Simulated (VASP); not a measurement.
Write the native input for VASP 6.6.1 that does the following.

```yaml
Task: relaxation of cell and atoms
Functional: RPBE
Potentials_or_basis: VASP PAW PBE potentials, release 64 (Cu)
Cutoff: 600 eV
k_mesh: 15 × 15 × 15
Occupations: fermi-dirac, width 0.1 eV
Spin: no spin polarisation
Dipole_correction: no
Further_INCAR_settings: ALGO = Normal; EDIFF = 1e-06; IBRION = 2; EDIFFG = -0.01; NSW = 80; ISIF = 3
```

The structure of Cu lies in POSCAR:

```
Cu
1.0
    0.0000000000      1.8074800000      1.8074800000
    1.8074800000      0.0000000000      1.8074800000
    1.8074800000      1.8074800000      0.0000000000
Cu
1
Direct
    0.0000000000      0.0000000000      0.0000000000
```

One way to write it, as run:

INCAR

```
SYSTEM = Cu
ALGO = Normal
EDIFF = 1E-6
EDIFFG = -0.01
ENCUT = 600
GGA = RP
IBRION = 2
ISIF = 3
ISMEAR = -1
LASPH = .TRUE.
LCHARG = .FALSE.
LREAL = .FALSE.
LWAVE = .FALSE.
NELM = 100
NSW = 80
PREC = Accurate
SIGMA = 0.1
```

KPOINTS

```
k-points
0
G
  15 15 15
  0 0 0
```

Potentials or basis: VASP PAW PBE potentials, release 64 (Cu).

The run is started by

```console
$ cat potpaw_PBE.64/Cu/POTCAR > POTCAR
$ mpirun -np 1 vasp_std > vasp.out
```

It gave:

The relaxed volume is 12.45 Å³/atom, the relaxed cell is a = 2.601 Å, b = 2.601 Å, c = 2.601 Å, α = 60.00°, β = 60.00°, γ = 60.00° and the space group after relaxing (to 0.1 Å) is Fm-3m (No. 225). The energy gained by relaxing is 13.7 meV/atom and the ionic steps are 3. The pressure after relaxing is 0.0 GPa and the band gap on the k mesh is zero (an odd number of electrons rules out a gap without spin polarisation).

Caveat: the PAW data sets were made with another functional, which shifts forces and pressure a little.

It took 36 s on 1 thread of Intel Xeon 8259CL, with other jobs on the host, peak memory 0.14 GiB.
